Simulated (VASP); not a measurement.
Set up this calculation in VASP 6.6.1, as the native input.

```
Task                   : single point
Functional             : LDA
Potentials or basis    : VASP PAW LDA potentials, release 64 (Li_sv, Os_sv_GW)
Cutoff                 : 880 eV
k mesh                 : 6 × 6 × 6
Occupations            : fermi-dirac, width 0.1 eV
Spin                   : no spin polarisation
Dipole correction      : no
Further INCAR settings : ALGO = Normal; EDIFF = 1e-06; NBANDS = 35
```

The structure of Li3Os lies in POSCAR:

```
Li3Os
1.0
   -3.2317536073      2.4483528785      3.2317536073
    3.2317536073     -2.4483528785      3.2317536073
    3.2317536073      2.4483528785     -3.2317536073
Li Os
6 2
Direct
    0.0000000000      0.0000000000      0.0000000000
    0.0000000000      0.0000000000      0.5000000000
    0.0000000000      0.5000000000      0.5000000000
    0.5000000000      0.0000000000      0.0000000000
    0.5000000000      0.0000000000      0.5000000000
    0.5000000000      0.5000000000      0.0000000000
    0.0000000000      0.5000000000      0.0000000000
    0.5000000000      0.5000000000      0.5000000000
```

These files were run (other wordings do the same):

INCAR

```
SYSTEM = Li3Os
  ALGO = Normal
  EDIFF = 1E-6
  ENCUT = 880
  GGA_COMPAT = .FALSE.
  ISIF = 2
  ISMEAR = -1
  LASPH = .TRUE.
  LCHARG = .FALSE.
  LREAL = .FALSE.
  LWAVE = .FALSE.
  NBANDS = 35
  NELM = 120
  PREC = Accurate
  SIGMA = 0.1
```

KPOINTS

```
k-points
0
G
  6 6 6
  0 0 0
```

Potentials or basis: VASP PAW LDA potentials, release 64 (Li_sv, Os_sv_GW).

Command:

```console
$ cat potpaw_LDA.64/Li_sv/POTCAR potpaw_LDA.64/Os_sv_GW/POTCAR > POTCAR
$ mpirun -np 1 vasp_std > vasp.out
```

Results of the run:

- Pressure: 0.2 GPa
- Band gap on the k mesh: zero (bands 25 and 26 overlap by 2.83 eV)

Caveat: spin-orbit coupling is left out, which moves the levels of the heavy elements.

Run time: 4.5 min on 1 thread of Intel(R) Xeon(R) Platinum 8375C CPU @ 2.90GHz (Ice Lake), on a shared host, peak memory 0.39 GiB.
